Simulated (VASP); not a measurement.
Wanted: the native input for a VASP 6.6.1 run.

| Item | Value |
| --- | --- |
| Task | single point |
| Functional | r2SCAN |
| Potentials or basis | VASP PAW PBE potentials, release 64 (Rh_sv_GW) |
| Cutoff | 680 eV |
| k mesh | 22 × 22 × 22 |
| Occupations | gaussian, width 0.15 eV |
| Spin | no spin polarisation |
| Dipole correction | no |
| Further INCAR settings | ALGO = Normal; EDIFF = 1e-06; NBANDS = 14 |

Crystal: Rh.

```
CELL_PARAMETERS angstrom
0.00000 1.90155 1.80647
1.90155 0.00000 1.80647
1.90155 1.90155 0.00000
ATOMIC_POSITIONS crystal
Rh 0.00000 0.00000 0.00000
```

This cell differs from its parent crystal: strain +0.000 along x and y, -0.050 along z.

One way to write it, as run:

POSCAR

```
Rh
1.0
    0.0000000000      1.9015500000      1.8064725000
    1.9015500000      0.0000000000      1.8064725000
    1.9015500000      1.9015500000      0.0000000000
Rh
1
Direct
    0.0000000000      0.0000000000      0.0000000000
```

INCAR.step1

```
PREC     = Accurate       # precision mode
ENCUT    = 680            # plane-wave cutoff, eV
ISMEAR   = 0              # smearing method
SIGMA    = 0.15           # smearing width, eV
LREAL    = False          # projectors in reciprocal space
LASPH    = True           # aspherical terms in the spheres
NELM     = 120            # most SCF steps
NBANDS   = 14             # bands
GGA      = PE             # functional
ALGO     = Normal         # electronic algorithm
EDIFF    = 1E-5           # SCF threshold, eV
LWAVE    = True           # write WAVECAR
LCHARG   = False          # write CHGCAR
GGA_COMPAT= False
```

INCAR.step2

```
PREC     = Accurate       # precision mode
ENCUT    = 680            # plane-wave cutoff, eV
EDIFF    = 1E-6           # SCF threshold, eV
ISMEAR   = 0              # smearing method
SIGMA    = 0.15           # smearing width, eV
LREAL    = False          # projectors in reciprocal space
LASPH    = True           # aspherical terms in the spheres
NELM     = 120            # most SCF steps
ALGO     = Normal         # electronic algorithm
ISIF     = 2              # what is computed and relaxed
LWAVE    = False          # write WAVECAR
LCHARG   = False          # write CHGCAR
METAGGA  = R2SCAN         # meta-GGA
LMIXTAU  = True         
NBANDS   = 14             # bands
ISTART   = 1            
GGA_COMPAT= False
```

KPOINTS

```
Automatic mesh
0
Gamma
  22 22 22
```

Potentials or basis: VASP PAW PBE potentials, release 64 (Rh_sv_GW).

The run is started by

```console
$ cat potpaw_PBE.64/Rh_sv_GW/POTCAR > POTCAR
$ cp INCAR.step1 INCAR
$ mpirun -np 1 vasp_std > vasp.out
$ cp INCAR.step2 INCAR
$ mpirun -np 1 vasp_std > vasp.out
```

Results of the run:

The pressure is 16.1 GPa and the band gap on the k mesh is zero (an odd number of electrons rules out a gap without spin polarisation).

Caveat: the cell differs from its parent crystal (strain +0.000 along x and y, -0.050 along z); the stress differs along the axes, from 12 to 25 GPa; the PAW data sets were made with another functional, which shifts forces and pressure a little.

Run time: 3.9 min on 1 thread of Intel(R) Xeon(R) 6975P-C (Granite Rapids), with other jobs on the host, peak memory 0.4 GiB.
